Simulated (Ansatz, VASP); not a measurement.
# Ti: VASP beside Ansatz

```
Ti
1.0
    -1.60512    1.48473    1.60512
     1.60512   -1.48473    1.60512
     1.60512    1.48473   -1.60512
Ti
1
Direct
  0.00000 0.00000 0.00000
```

Change from the starting cell: strain -0.0750 x Voigt [0, 1, 0, 0, 0, 0], atoms carried along.

Alike in both runs: task single point; functional PBEsol; k mesh 26 × 26 × 26; occupations gaussian, width 0.15 eV; no spin polarisation.

|  | VASP | Ansatz |
| --- | --- | --- |
| version | VASP 6.6.1 | Ansatz 0.2.0 |
| potentials or method | VASP PAW PBE potentials, release 64 (Ti_sv), cutoff 520 eV | scalar-relativistic, plane waves, PAW |
| valence electrons in the cell | 12 | 12 |

VASP gave:

* gap on the k mesh at the Fermi level (eV): none
* pressure (GPa): 10.0
* traceless stress, the component that is largest in VASP (GPa): -1.64

**Question.** Which values does Ansatz return?

**Answer.** gap on the k mesh at the Fermi level (eV): none; pressure (GPa): 10.2; traceless stress, the component that is largest in VASP (GPa): -1.62.

VASP's potentials were made for PBE, not for PBEsol. A gap of «none» marks a metal or a gap that the smearing closes. With one functional, cell and mesh, what is left measures potentials, basis and numerics.
